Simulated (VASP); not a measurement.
# GaAs (a) (F-43m) in VASP: further runs

GaAs (a) is run at these levels: PBEsol; tasks: single point, relaxation of cell and atoms.

Everything below comes from runs of VASP 6.6.1. Logs are shortened: lines on timing, memory, paths and dates and some standing lists are left out, and cuts for length are marked.

## 1. The cell of the first run

Symmetry: F-43m, No. 216, cubic system. The conventional cell has a = 5.659 Å, b = 5.659 Å, c = 5.659 Å, α = 90.00°, β = 90.00°, γ = 90.00°. Ga (site symmetry -43m) has 4 As at 2.45 Å within 3.2 Å. Within 3.2 Å of As (site symmetry -43m) lie 4 Ga at 2.45 Å.

## 2. Single point, PBEsol

The input, INCAR:

```
ALGO = Normal
EDIFF = 1E-6
ENCUT = 500
GGA = PS
GGA_COMPAT = False
ISIF = 2
ISMEAR = 0
LASPH = True
LCHARG = False
LREAL = False
LWAVE = False
NBANDS = 16
NELM = 120
PREC = Accurate
SIGMA = 0.01
```

The input, KPOINTS:

```
k-points
0
Gamma
  10 10 10
```

The input, POSCAR:

```
GaAs
1.0
    0.0000000000      2.8295489064      2.8295489064
    2.8295489064      0.0000000000      2.8295489064
    2.8295489064      2.8295489064      0.0000000000
Ga As
1 1
Direct
    0.0000000000      0.0000000000      0.0000000000
    0.2500000000      0.2500000000      0.2500000000
```

Potentials or basis: VASP PAW PBE potentials, release 64 (Ga_d, As).

Started as:

```console
$ cat potpaw_PBE.64/Ga_d/POTCAR potpaw_PBE.64/As/POTCAR > POTCAR
$ mpirun -np 1 vasp_std > vasp.out
```

OUTCAR:

```text
EDIFF = 1E-6
   ENCUT = 500
   GGA = PS
   ISIF = 2
   ISMEAR = 0
   LASPH = True
   LREAL = False
   NELM = 120
   PREC = Accurate

 ion  position               nearest neighbor table
   1  0.000  0.000  0.000-   2 2.45   2 2.45   2 2.45   2 2.45
   2  0.250  0.250  0.250-   1 2.45   1 2.45   1 2.45   1 2.45

  LATTYP: Found a face centered cubic cell.
 ALAT       =     5.6590978128

  Lattice vectors:

 A1 = (   0.0000000000,   2.8295489064,   2.8295489064)
 A2 = (   2.8295489064,   0.0000000000,   2.8295489064)
 A3 = (   2.8295489064,   2.8295489064,   0.0000000000)

Analysis of symmetry for initial positions (statically):
=====================================================================
 Subroutine PRICEL returns:
 Original cell was already a primitive cell.

 Routine SETGRP: Setting up the symmetry group for a
 face centered cubic supercell.

 Subroutine GETGRP returns: Found 24 space group operations
 (whereof 24 operations were pure point group operations)
 out of a pool of 48 trial point group operations.

The static configuration has the point symmetry T_d .

Analysis of symmetry for dynamics (positions and initial velocities):
=====================================================================
 Subroutine PRICEL returns:
 Original cell was already a primitive cell.

 Routine SETGRP: Setting up the symmetry group for a
 face centered cubic supercell.

 Subroutine GETGRP returns: Found 24 space group operations
 (whereof 24 operations were pure point group operations)
 out of a pool of 48 trial point group operations.

The dynamic configuration has the point symmetry T_d .

 Subroutine INISYM returns: Found 24 space group operations
 (whereof 24 operations are pure point group operations),
 and found     1 'primitive' translations

----------------------------------------------------------------------------------------

                                     Primitive cell

  volume of cell :      45.3087

  direct lattice vectors                    reciprocal lattice vectors
     0.000000000  2.829548906  2.829548906    -0.176706612  0.176706612  0.176706612
     2.829548906  0.000000000  2.829548906     0.176706612 -0.176706612  0.176706612
     2.829548906  2.829548906  0.000000000     0.176706612  0.176706612 -0.176706612

  length of vectors
     4.001586439  4.001586439  4.001586439     0.306064830  0.306064830  0.306064830

  position of ions in fractional coordinates (direct lattice)
     0.000000000  0.000000000  0.000000000
     0.250000000  0.250000000  0.250000000

  ion indices of the primitive-cell ions
   primitive index   ion index
                 1           1
                 2           2

----------------------------------------------------------------------------------------

 KPOINTS: k-points

Automatic generation of k-mesh.
 Grid dimensions read from file:
 generate k-points for:   10   10   10

 Generating k-lattice:

  Cartesian coordinates                     Fractional coordinates (reciprocal lattice)
    -0.017670661  0.017670661  0.017670661     0.100000000  0.000000000  0.000000000
     0.017670661 -0.017670661  0.017670661     0.000000000  0.100000000  0.000000000
     0.017670661  0.017670661 -0.017670661     0.000000000  0.000000000  0.100000000

  Length of vectors
     0.030606483  0.030606483  0.030606483

  Shift w.r.t. Gamma in fractional coordinates (k-lattice)
     0.000000000  0.000000000  0.000000000

 Subroutine IBZKPT returns following result:
 ===========================================

 Found     47 irreducible k-points:

 Following reciprocal coordinates:
            Coordinates               Weight
  0.000000  0.000000  0.000000      1.000000
  0.100000  0.000000  0.000000      8.000000
  0.200000  0.000000  0.000000      8.000000
  0.300000  0.000000  0.000000      8.000000
  0.400000  0.000000  0.000000      8.000000
  0.500000  0.000000  0.000000      4.000000
[... 16 lines left out ...]
  0.300000  0.300000  0.000000      6.000000
  0.400000  0.300000  0.000000     24.000000
 [... further k-points ...]
   k-points           NKPTS =     47   k-points in BZ     NKDIM =     47   number of bands    NBANDS=     16
   number of dos      NEDOS =    301   number of ions     NIONS =      2
   total plane-waves  NPLWV =  27000
   dimension x,y,z NGX =    30 NGY =   30 NGZ =   30
   dimension x,y,z NGXF=    60 NGYF=   60 NGZF=   60
   ions per type =               1   1
   NGX,Y,Z   is equivalent  to a cutoff of  12.46, 12.46, 12.46 a.u.
   NGXF,Y,Z  is equivalent  to a cutoff of  24.93, 24.93, 24.93 a.u.
 SYSTEM =  unknown system
   PREC   = accura    normal or accurate (medium, high low for compatibility)
   ISTART =      0    job   : 0-new  1-cont  2-samecut
   ICHARG =      2    charge: 1-file 2-atom 10-const
   ISPIN  =      1    spin polarized calculation?
   LNONCOLLINEAR =      F non collinear calculations
   LSORBIT =      F    spin-orbit coupling
   LASPH  =      T    aspherical Exc in radial PAW
   ENCUT  =  500.0 eV  36.75 Ry    6.06 a.u.   7.30  7.30  7.30*2*pi/ulx,y,z
   NELM   =    120;   NELMIN=  2; NELMDL= -5     # of ELM steps
   EDIFF  = 0.1E-05   stopping-criterion for ELM
   LREAL  =      F    real-space projection
   EDIFFG = 0.1E-04   stopping-criterion for IOM
   NSW    =      0    number of steps for IOM
   IBRION =     -1    ionic relax: 0-MD 1-quasi-New 2-CG
   NFREE  =      0    steps in history (QN), initial steepest desc. (CG)
   ISIF   =      2    stress and relaxation
   ISYM   =      2    0-nonsym 1-usesym 2-fastsym
   POTIM  = 0.5000    time-step for ionic-motion
   TEBEG  =    0.0;   TEEND  =   0.0 temperature during run
   PSTRESS=    0.0 pullay stress
   NELECT =      18.0000    total number of electrons
   NUPDOWN=      -1.0000    fix difference up-down
   EMIN   =  10.00;   EMAX   =-10.00  energy-range for DOS
   EFERMI =   0.00;   METHOD = LEGACY
   ISMEAR =     0;   SIGMA  =   0.01  broadening in eV -4-tet -1-fermi 0-gaus
   EFERMI_NEDOS =   21; number of points for ismear=-14 and -15
   IALGO  =     38    algorithm
   IMIX   =      4    mixing-type and parameters
     AMIX     =   0.40;   BMIX     =  1.00
     AMIX_MAG =   1.60;   BMIX_MAG =  1.00
  volume/ion in A,a.u.               =      22.65       152.88
  Fermi-wavevector in a.u.,A,eV,Ry     =   1.203479  2.274245 19.706152  1.448361
  Thomas-Fermi vector in A             =   2.339231
   LORBIT       =      0    0 simple, 1 ext, 2 COOP (PROOUT), +10 PAW based schemes
   GGA     = PS    functional components
   LHFCALC =     F    Hartree Fock is set to
   AEXX    =    0.0000 exact exchange contribution
   IVDW    =     0    specifies the selected vdW correction
   LEPSILON=     F    determine dielectric tensor
   LRPA    =     F    only Hartree local field effects (RPA)
 non-spin polarized calculation
 Gauss-broadening in eV      SIGMA  =   0.01
  energy-cutoff  :      500.00
  volume of cell :       45.31
 maximum number of plane-waves:      1179
 NGX is ok and might be reduce to    30
   NGX = 15   NGY = 15   NGZ = 15

 number of electron      17.9999993 magnetization

 Free energy of the ion-electron system (eV)
  ---------------------------------------------------
  ext. energy  EPLUGINS =         0.00000000
  ---------------------------------------------------
  free energy    TOTEN  =        -9.09144621 eV

  energy without entropy =       -9.09144621  energy(sigma->0) =       -9.09144621

 E-fermi :   3.8714     XC(G=0):  -9.7603

 val. band max:        3.7770806691   @ k =   0.0000   0.0000   0.0000
 cond. band min:       4.2117223787   @ k =   0.0000   0.0000   0.0000
 fundamental gap:      0.4346417095
 Fermi energy:         3.8714442841

 k-point     1 :       0.0000    0.0000    0.0000
  band No.  band energies     occupation
      1     -10.9918      2.00000
      2     -10.9918      2.00000
      3     -10.9918      2.00000
      4     -10.9124      2.00000
      5     -10.9124      2.00000
      6      -8.9546      2.00000
[... 8 lines left out ...]
     15      13.8795      0.00000
     16      13.8795      0.00000

 k-point     2 :       0.1000    0.0000    0.0000
  band No.  band energies     occupation
      1     -11.0009      2.00000
      2     -10.9895      2.00000
      3     -10.9895      2.00000
      4     -10.9126      2.00000
      5     -10.9126      2.00000
      6      -8.8369      2.00000
[... 8 lines left out ...]
     15      13.1761      0.00000
     16      13.1761      0.00000

 k-point     3 :       0.2000    0.0000    0.0000
  band No.  band energies     occupation
      1     -11.0229      2.00000
      2     -10.9838      2.00000
      3     -10.9838      2.00000
      4     -10.9125      2.00000
      5     -10.9125      2.00000
      6      -8.4987      2.00000
[... 8 lines left out ...]
     15      12.6739      0.00000
     16      12.6739      0.00000

 k-point     4 :       0.3000    0.0000    0.0000
  band No.  band energies     occupation
      1     -11.0475      2.00000
      2     -10.9777      2.00000
      3     -10.9777      2.00000
      4     -10.9115      2.00000
      5     -10.9115      2.00000
      6      -7.9921      2.00000
[... 8 lines left out ...]
     15      13.0495      0.00000
     16      13.0495      0.00000
[... 324 lines left out ...]
 k-point    22 :      -0.2000    0.2000    0.0000
  band No.  band energies     occupation
      1     -11.0542      2.00000
      2     -10.9742      2.00000
      3     -10.9725      2.00000
      4     -10.9155      2.00000
      5     -10.9105      2.00000
      6      -7.8179      2.00000
[... 8 lines left out ...]
     15      14.2621      0.00000
     16      15.0070      0.00000

 k-point    23 :       0.3000    0.3000    0.0000
  band No.  band energies     occupation
      1     -11.0720      2.00000
      2     -10.9602      2.00000
      3     -10.9602      2.00000
      4     -10.9284      2.00000
      5     -10.9041      2.00000
      6      -7.6569      2.00000
[... 8 lines left out ...]
     15      15.3156      0.00000
     16      16.0795      0.00000

 k-point    24 :       0.4000    0.3000    0.0000
  band No.  band energies     occupation
      1     -11.0843      2.00000
      2     -10.9557      2.00000
      3     -10.9542      2.00000
      4     -10.9303      2.00000
      5     -10.9029      2.00000
      6      -7.2166      2.00000
[... 8 lines left out ...]
     15      16.0143      0.00000
     16      16.4812      0.00000

 [... further k-points ...]

------------------------ aborting loop because EDIFF is reached ----------------------------------------

  FORCE on cell =-STRESS in cart. coord.  units (eV):
  Direction    XX          YY          ZZ          XY          YZ          ZX
  --------------------------------------------------------------------------------------
  -------------------------------------------------------------------------------------
  Total        0.0422567      0.0422567      0.0422567      0.0000000      0.0000000      0.0000000
  in kB        1.4942540      1.4942540      1.4942540      0.0000000      0.0000000      0.0000000
  external PRESSURE =       1.4942540 kB  Pullay stress =       0.0000000 kB

 VOLUME and BASIS-vectors are now :
 -----------------------------------------------------------------------------
  energy-cutoff  :      500.00
  volume of cell :       45.31
      direct lattice vectors                 reciprocal lattice vectors
     0.000000000  2.829548906  2.829548906    -0.176706612  0.176706612  0.176706612
     2.829548906  0.000000000  2.829548906     0.176706612 -0.176706612  0.176706612
     2.829548906  2.829548906  0.000000000     0.176706612  0.176706612 -0.176706612

 POSITION                                       TOTAL-FORCE (eV/Angst)
 -----------------------------------------------------------------------------------
      0.00000      0.00000      0.00000        -0.000000     -0.000000     -0.000000
      1.41477      1.41477      1.41477         0.000000      0.000000      0.000000
 -----------------------------------------------------------------------------------
    total drift:                               -0.000000     -0.000000      0.000000

  FREE ENERGIE OF THE ION-ELECTRON SYSTEM (eV)
  ---------------------------------------------------
  free  energy   TOTEN  =        -9.0914462133 eV

  energy  without entropy=       -9.0914462133  energy(sigma->0) =       -9.09144621
```

Run time: 55 s. Hardware: 1 thread of Intel Xeon 8259CL, shared host; peak memory 0.19 GiB.

What came out:

```
Free energy            : -9.0914 eV
Pressure               : 0.1 GPa
Band gap on the k mesh : 0.43 eV, direct
```

Caveat: the PAW data sets were made with another functional, which shifts forces and pressure a little.

## 3. Single point, PBEsol

The input, INCAR:

```
PREC = Accurate
ENCUT = 500
EDIFF = 1E-6
ISMEAR = 0
SIGMA = 0.02
LREAL = F
LASPH = T
NELM = 120
ALGO = Normal
ISIF = 2
LWAVE = F
LCHARG = T
GGA = PS
LELF = T
LVHAR = T
NBANDS = 16
GGA_COMPAT = F
```

The input, KPOINTS:

```
Automatic mesh
0
Gamma
  12 12 12
```

POSCAR is that of step 2.

Potentials or basis: VASP PAW PBE potentials, release 64 (Ga_d, As).

Started as:

```console
$ cat potpaw_PBE.64/Ga_d/POTCAR potpaw_PBE.64/As/POTCAR > POTCAR
$ mpirun -np 1 vasp_std > vasp.out
```

It took 80 s on 1 thread of Intel Xeon 8259CL, shared host; peak memory 0.2 GiB.

It converged, with:

```
Free energy            : -9.0924 eV
Pressure               : 0.2 GPa
Band gap on the k mesh : 0.43 eV, direct
```

Levels at points of the mesh, in eV from the valence-band top:
| k point | band 7 | band 8 | band 9 | band 10 | band 11 | band 12 |
| --- | --- | --- | --- | --- | --- | --- |
| (0.00, 0.00, 0.00) | 0.00 | 0.00 | 0.00 | 0.43 | 3.69 | 3.69 |
| (0.50, 0.00, 0.00) | -6.66 | -1.14 | -1.14 | 0.92 | 4.58 | 4.58 |
| (0.50, 0.50, 0.00) | -6.84 | -2.69 | -2.69 | 1.36 | 1.57 | 10.11 |

Caveat: the PAW data sets were made with another functional, which shifts forces and pressure a little. A k mesh can miss the band edges.

(Part 1 of 2 ends here.)
